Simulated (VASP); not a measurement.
Write the native input for VASP 6.6.1 that does the following.

```yaml
Task: single point
Functional: PBE
Potentials_or_basis: VASP PAW PBE potentials, release 64 (Os)
Cutoff: 520 eV
k_mesh: 13 × 13 × 7
Occupations: gaussian, width 0.3 eV
Spin: no spin polarisation
Dipole_correction: no
Further_INCAR_settings: ALGO = Normal; EDIFF = 1e-06; NBANDS = 15
```

The structure of Os lies in POSCAR:

```
Os
1.0
    2.7559294133      0.0000000000      0.0000000000
   -1.3779647066      2.3867048830      0.0000000000
    0.0000000000      0.0000000000      4.3426533301
Os
2
Direct
    0.3333333333      0.6666666667      0.2500000000
    0.6666666667      0.3333333333      0.7500000000
```

These files were run (other wordings do the same):

INCAR

```
SYSTEM = Os
ALGO = Normal ; EDIFF = 1E-6
ENCUT = 520 ; GGA = PE
ISIF = 2 ; ISMEAR = 0
LASPH = .TRUE. ; LCHARG = .TRUE.
LELF = .TRUE. ; LREAL = .FALSE.
LVHAR = .TRUE. ; LWAVE = .FALSE.
NBANDS = 15 ; NELM = 60
PREC = Accurate ; SIGMA = 0.3
```

KPOINTS

```
k-points
0
G
  13 13 7
  0 0 0
```

Potentials or basis: VASP PAW PBE potentials, release 64 (Os).

Command:

```sh
$ cat potpaw_PBE.64/Os/POTCAR > POTCAR
$ mpirun -np 1 vasp_std > vasp.out
```

It gave:

The pressure is -0.1 GPa and the band gap on the k mesh is zero (bands 8 and 9 overlap by 3.69 eV).

Caveat: so wide a smearing shifts energies and pressures; spin-orbit coupling is left out, which moves the levels of the heavy elements.

It took 32 s on 1 thread of Intel Xeon 8259CL, on a shared host, peak memory 0.16 GiB.
